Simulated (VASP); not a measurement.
# GaN (rocksalt type) (Fm-3m) in VASP: notebook

GaN (rocksalt type) is run at these levels: PBE; tasks: single point.

All numbers are computed with VASP 6.6.1; they aren't measurements. Logs are shortened: lines on timing, memory, paths and dates and some standing lists are left out, and cuts for length are marked.

## (1) The cell of the first run

It takes space group Fm-3m (No. 225, cubic). The conventional cell has a = 3.641 Å, b = 3.641 Å, c = 3.641 Å, α = 90.00°, β = 90.00°, γ = 90.00°. Ga (site symmetry m-3m) has 6 N at 1.82 Å within 2.4 Å. N (site symmetry m-3m) has 6 Ga at 1.82 Å within 2.4 Å.

## (2) Single point, PBE

INCAR reads:

```
  PREC = Accurate
  ENCUT = 520
  EDIFF = 1E-7
  ISMEAR = -1
  SIGMA = 0.05
  LREAL = False
  LASPH = True
  NELM = 80
  ALGO = Normal
  ISIF = 2
  LWAVE = False
  LCHARG = True
  GGA = PE
  LELF = True
  LVHAR = True
  NBANDS = 16
```

KPOINTS reads:

```
regular mesh
0
Gamma
  18 18 18
```

POSCAR reads:

```
GaN
1.0
    0.0000000000      1.8202738363      1.8202738363
    1.8202738363      0.0000000000      1.8202738363
    1.8202738363      1.8202738363      0.0000000000
Ga N
1 1
Direct
    0.0000000000      0.0000000000      0.0000000000
    0.5000000000      0.5000000000      0.5000000000
```

Potentials or basis: VASP PAW PBE potentials, release 64 (Ga_d, N).

On the command line:

```sh
> cat potpaw_PBE.64/Ga_d/POTCAR potpaw_PBE.64/N/POTCAR > POTCAR
> mpirun -np 1 vasp_std > vasp.out
```

OUTCAR:

```text
PREC = Accurate
   ENCUT = 520
   EDIFF = 1E-7
   ISMEAR = -1
   LREAL = False
   LASPH = True
   NELM = 80
   ISIF = 2
   GGA = PE

 ion  position               nearest neighbor table
   1  0.000  0.000  0.000-   2 1.82   2 1.82   2 1.82   2 1.82   2 1.82   2 1.82
   2  0.500  0.500  0.500-   1 1.82   1 1.82   1 1.82   1 1.82   1 1.82   1 1.82

  LATTYP: Found a face centered cubic cell.
 ALAT       =     3.6405476726

  Lattice vectors:

 A1 = (   0.0000000000,   1.8202738363,   1.8202738363)
 A2 = (   1.8202738363,   0.0000000000,   1.8202738363)
 A3 = (   1.8202738363,   1.8202738363,   0.0000000000)

Analysis of symmetry for initial positions (statically):
=====================================================================
 Subroutine PRICEL returns:
 Original cell was already a primitive cell.

 Routine SETGRP: Setting up the symmetry group for a
 face centered cubic supercell.

 Subroutine GETGRP returns: Found 48 space group operations
 (whereof 48 operations were pure point group operations)
 out of a pool of 48 trial point group operations.

The static configuration has the point symmetry O_h .

Analysis of symmetry for dynamics (positions and initial velocities):
=====================================================================
 Subroutine PRICEL returns:
 Original cell was already a primitive cell.

 Routine SETGRP: Setting up the symmetry group for a
 face centered cubic supercell.

 Subroutine GETGRP returns: Found 48 space group operations
 (whereof 48 operations were pure point group operations)
 out of a pool of 48 trial point group operations.

The dynamic configuration has the point symmetry O_h .

 Subroutine INISYM returns: Found 48 space group operations
 (whereof 48 operations are pure point group operations),
 and found     1 'primitive' translations

----------------------------------------------------------------------------------------

                                     Primitive cell

  volume of cell :      12.0626

  direct lattice vectors                    reciprocal lattice vectors
     0.000000000  1.820273836  1.820273836    -0.274683946  0.274683946  0.274683946
     1.820273836  0.000000000  1.820273836     0.274683946 -0.274683946  0.274683946
     1.820273836  1.820273836  0.000000000     0.274683946  0.274683946 -0.274683946

  length of vectors
     2.574255947  2.574255947  2.574255947     0.475766550  0.475766550  0.475766550

  position of ions in fractional coordinates (direct lattice)
     0.000000000  0.000000000  0.000000000
     0.500000000  0.500000000  0.500000000

  ion indices of the primitive-cell ions
   primitive index   ion index
                 1           1
                 2           2

----------------------------------------------------------------------------------------

 KPOINTS: regular mesh

Automatic generation of k-mesh.
 Grid dimensions read from file:
 generate k-points for:   18   18   18

 Generating k-lattice:

  Cartesian coordinates                     Fractional coordinates (reciprocal lattice)
    -0.015260219  0.015260219  0.015260219     0.055555556  0.000000000  0.000000000
     0.015260219 -0.015260219  0.015260219     0.000000000  0.055555556  0.000000000
     0.015260219  0.015260219 -0.015260219     0.000000000  0.000000000  0.055555556

  Length of vectors
     0.026431475  0.026431475  0.026431475

  Shift w.r.t. Gamma in fractional coordinates (k-lattice)
     0.000000000  0.000000000  0.000000000

 Subroutine IBZKPT returns following result:
 ===========================================

 Found    195 irreducible k-points:

 Following reciprocal coordinates:
            Coordinates               Weight
  0.000000  0.000000  0.000000      1.000000
  0.055556  0.000000  0.000000      8.000000
  0.111111  0.000000  0.000000      8.000000
  0.166667  0.000000  0.000000      8.000000
  0.222222  0.000000  0.000000      8.000000
  0.277778  0.000000  0.000000      8.000000
[... 16 lines left out ...]
 -0.277778  0.055556  0.000000     24.000000
 -0.222222  0.055556  0.000000     24.000000
 [... further k-points ...]
   k-points           NKPTS =    195   k-points in BZ     NKDIM =    195   number of bands    NBANDS=     16
   number of dos      NEDOS =    301   number of ions     NIONS =      2
   total plane-waves  NPLWV =   8000
   dimension x,y,z NGX =    20 NGY =   20 NGZ =   20
   dimension x,y,z NGXF=    40 NGYF=   40 NGZF=   40
   ions per type =               1   1
   NGX,Y,Z   is equivalent  to a cutoff of  12.92, 12.92, 12.92 a.u.
   NGXF,Y,Z  is equivalent  to a cutoff of  25.83, 25.83, 25.83 a.u.
 SYSTEM =  unknown system
   PREC   = accura    normal or accurate (medium, high low for compatibility)
   ISTART =      0    job   : 0-new  1-cont  2-samecut
   ICHARG =      2    charge: 1-file 2-atom 10-const
   ISPIN  =      1    spin polarized calculation?
   LNONCOLLINEAR =      F non collinear calculations
   LSORBIT =      F    spin-orbit coupling
   LASPH  =      T    aspherical Exc in radial PAW
   ENCUT  =  520.0 eV  38.22 Ry    6.18 a.u.   4.79  4.79  4.79*2*pi/ulx,y,z
   NELM   =     80;   NELMIN=  2; NELMDL= -5     # of ELM steps
   EDIFF  = 0.1E-06   stopping-criterion for ELM
   LREAL  =      F    real-space projection
   EDIFFG = 0.1E-05   stopping-criterion for IOM
   NSW    =      0    number of steps for IOM
   IBRION =     -1    ionic relax: 0-MD 1-quasi-New 2-CG
   NFREE  =      0    steps in history (QN), initial steepest desc. (CG)
   ISIF   =      2    stress and relaxation
   ISYM   =      2    0-nonsym 1-usesym 2-fastsym
   POTIM  = 0.5000    time-step for ionic-motion
   TEBEG  =    0.0;   TEEND  =   0.0 temperature during run
   PSTRESS=    0.0 pullay stress
   NELECT =      18.0000    total number of electrons
   NUPDOWN=      -1.0000    fix difference up-down
   EMIN   =  10.00;   EMAX   =-10.00  energy-range for DOS
   EFERMI =   0.00;   METHOD = LEGACY
   ISMEAR =    -1;   SIGMA  =   0.05  broadening in eV -4-tet -1-fermi 0-gaus
   EFERMI_NEDOS =   21; number of points for ismear=-14 and -15
   IALGO  =     38    algorithm
   IMIX   =      4    mixing-type and parameters
     AMIX     =   0.40;   BMIX     =  1.00
     AMIX_MAG =   1.60;   BMIX_MAG =  1.00
  volume/ion in A,a.u.               =       6.03        40.70
  Fermi-wavevector in a.u.,A,eV,Ry     =   1.870764  3.535231 47.617084  3.499757
  Thomas-Fermi vector in A             =   2.916509
   LORBIT       =      0    0 simple, 1 ext, 2 COOP (PROOUT), +10 PAW based schemes
   GGA     = PE    functional components
   LHFCALC =     F    Hartree Fock is set to
   AEXX    =    0.0000 exact exchange contribution
   IVDW    =     0    specifies the selected vdW correction
   LEPSILON=     F    determine dielectric tensor
   LRPA    =     F    only Hartree local field effects (RPA)
 non-spin polarized calculation
  energy-cutoff  :      520.00
  volume of cell :       12.06
 maximum number of plane-waves:       332
   NGX =  9   NGY =  9   NGZ =  9

 number of electron      17.9999991 magnetization

 Free energy of the ion-electron system (eV)
  ---------------------------------------------------
  ext. energy  EPLUGINS =         0.00000000
  ---------------------------------------------------
  free energy    TOTEN  =        -6.78808896 eV

  energy without entropy =       -6.78808896  energy(sigma->0) =       -6.78808896

 E-fermi :  16.0690     XC(G=0): -15.8716

 val. band max:       15.0091880794   @ k =  -0.2222   0.1667   0.0000
 cond. band min:      19.0203550146   @ k =   0.5000   0.5000   0.0000
 fundamental gap:      4.0111669352
 Fermi energy:        16.0690068444

 k-point     1 :       0.0000    0.0000    0.0000
  band No.  band energies     occupation
      1      -8.0543      2.00000
      2       0.4748      2.00000
      3       0.4748      2.00000
      4       0.4748      2.00000
      5       0.7763      2.00000
      6       0.7763      2.00000
[... 8 lines left out ...]
     15      38.4777      0.00000
     16      38.4777      0.00000

 k-point     2 :       0.0556    0.0000    0.0000
  band No.  band energies     occupation
      1      -7.9631      2.00000
      2       0.4580      2.00000
      3       0.4852      2.00000
      4       0.4853      2.00000
      5       0.7538      2.00000
      6       0.7539      2.00000
[... 8 lines left out ...]
     15      37.7052      0.00000
     16      37.7052      0.00000

 k-point     3 :       0.1111    0.0000    0.0000
  band No.  band energies     occupation
      1      -7.6915      2.00000
      2       0.4080      2.00000
      3       0.4945      2.00000
      4       0.4945      2.00000
      5       0.7114      2.00000
      6       0.7114      2.00000
[... 8 lines left out ...]
     15      36.6513      0.00000
     16      36.6513      0.00000

 k-point     4 :       0.1667    0.0000    0.0000
  band No.  band energies     occupation
      1      -7.2454      2.00000
      2       0.3247      2.00000
      3       0.4294      2.00000
      4       0.4294      2.00000
      5       0.7294      2.00000
      6       0.7294      2.00000
[... 8 lines left out ...]
     15      36.4002      0.00000
     16      36.4002      0.00000

 k-point     5 :       0.2222    0.0000    0.0000
  band No.  band energies     occupation
      1      -6.6360      2.00000
      2       0.2058      2.00000
      3       0.2923      2.00000
      4       0.2923      2.00000
      5       0.8148      2.00000
      6       0.8148      2.00000
[... 8 lines left out ...]
     15      37.0165      0.00000
     16      37.0166      0.00000

 k-point     6 :       0.2778    0.0000    0.0000
  band No.  band energies     occupation
      1      -5.8813      2.00000
      2       0.0422      2.00000
      3       0.1356      2.00000
      4       0.1356      2.00000
      5       0.9232      2.00000
      6       0.9232      2.00000
[... 8 lines left out ...]
     15      38.1843      0.00000
     16      38.1843      0.00000

 k-point     7 :       0.3333    0.0000    0.0000
  band No.  band energies     occupation
      1      -5.0110      2.00000
      2      -0.1878      2.00000
      3      -0.0112      2.00000
      4      -0.0112      2.00000
      5       1.0307      2.00000
      6       1.0307      2.00000
[... 8 lines left out ...]
     15      39.7279      0.00000
     16      39.7280      0.00000

 k-point     8 :       0.3889    0.0000    0.0000
  band No.  band energies     occupation
      1      -4.0753      2.00000
      2      -0.5207      2.00000
      3      -0.1290      2.00000
      4      -0.1290      2.00000
      5       1.1209      2.00000
      6       1.1209      2.00000
[... 8 lines left out ...]
     15      41.5689      0.00000
     16      41.5689      0.00000

 k-point     9 :       0.4444    0.0000    0.0000
  band No.  band energies     occupation
      1      -3.1831      2.00000
      2      -0.9721      2.00000
      3      -0.2048      2.00000
      4      -0.2048      2.00000
      5       1.1806      2.00000
      6       1.1806      2.00000
[... 8 lines left out ...]
     15      43.6546      0.00000
     16      43.6546      0.00000
[... 172 lines left out ...]
 k-point    19 :       0.5000    0.0556    0.0000
  band No.  band energies     occupation
      1      -2.8104      2.00000
      2      -1.1979      2.00000
      3      -0.1978      2.00000
      4      -0.1622      2.00000
      5       1.2051      2.00000
      6       1.2283      2.00000
[... 8 lines left out ...]
     15      43.6483      0.00000
     16      45.3916      0.00000

 k-point    20 :      -0.4444    0.0556    0.0000
  band No.  band energies     occupation
      1      -2.9651      2.00000
      2      -1.1004      2.00000
      3      -0.2069      2.00000
      4      -0.1389      2.00000
      5       1.1781      2.00000
      6       1.2416      2.00000
[... 8 lines left out ...]
     15      43.0962      0.00000
     16      45.0592      0.00000

 k-point    21 :      -0.3889    0.0556    0.0000
  band No.  band energies     occupation
      1      -3.7435      2.00000
      2      -0.6895      2.00000
      3      -0.1645      2.00000
      4      -0.0701      2.00000
      5       1.1125      2.00000
      6       1.2097      2.00000
[... 8 lines left out ...]
     15      40.9243      0.00000
     16      43.5895      0.00000

 k-point    22 :      -0.3333    0.0556    0.0000
  band No.  band energies     occupation
      1      -4.6566      2.00000
      2      -0.3372      2.00000
      3      -0.0746      2.00000
      4       0.0301      2.00000
      5       1.0167      2.00000
      6       1.1402      2.00000
[... 8 lines left out ...]
     15      38.9816      0.00000
     16      41.8199      0.00000

 k-point    23 :      -0.2778    0.0556    0.0000
  band No.  band energies     occupation
      1      -5.5417      2.00000
      2      -0.0697      2.00000
      3       0.0541      2.00000
      4       0.1447      2.00000
      5       0.9027      2.00000
      6       1.0452      2.00000
[... 8 lines left out ...]
     15      37.3025      0.00000
     16      40.2526      0.00000

 k-point    24 :      -0.2222    0.0556    0.0000
  band No.  band energies     occupation
      1      -6.3301      2.00000
      2       0.1365      2.00000
      3       0.2084      2.00000
      4       0.2626      2.00000
      5       0.7848      2.00000
      6       0.9401      2.00000
[... 8 lines left out ...]
     15      36.6276      0.00000
     16      39.0011      0.00000

 [... further k-points ...]
[... 5 lines left out ...]
  --------------------------------------------------------------------------------------
  -------------------------------------------------------------------------------------
  Total       21.9966918     21.9966918     21.9966918     -0.0000000     -0.0000000      0.0000000
  in kB     2921.6472294   2921.6472294   2921.6472294     -0.0000000     -0.0000000      0.0000000
  external PRESSURE =    2921.6472294 kB  Pullay stress =       0.0000000 kB

 VOLUME and BASIS-vectors are now :
 -----------------------------------------------------------------------------
  energy-cutoff  :      520.00
  volume of cell :       12.06
      direct lattice vectors                 reciprocal lattice vectors
     0.000000000  1.820273836  1.820273836    -0.274683946  0.274683946  0.274683946
     1.820273836  0.000000000  1.820273836     0.274683946 -0.274683946  0.274683946
     1.820273836  1.820273836  0.000000000     0.274683946  0.274683946 -0.274683946

 POSITION                                       TOTAL-FORCE (eV/Angst)
 -----------------------------------------------------------------------------------
      0.00000      0.00000      0.00000         0.000000      0.000000     -0.000000
      1.82027      1.82027      1.82027        -0.000000     -0.000000      0.000000
 -----------------------------------------------------------------------------------
    total drift:                                0.000000     -0.000000     -0.000000

  FREE ENERGIE OF THE ION-ELECTRON SYSTEM (eV)
  ---------------------------------------------------
  free  energy   TOTEN  =        -6.7880889626 eV

  energy  without entropy=       -6.7880889626  energy(sigma->0) =       -6.78808896
```

It took 36 s on 1 thread of Intel Xeon Platinum 8375C at 2.90GHz (Ice Lake), shared host; peak memory 0.15 GiB.

Results:

```yaml
Free_energy: -6.7881 eV
Pressure: 292.2 GPa
Band_gap_on_the_k_mesh: 4.01 eV, indirect (least direct gap 6.55 eV)
```

A k mesh can miss the band edges. PBE gaps usually lie below the measured ones, often by a third to a half.

(Continued in part 2 of 2.)
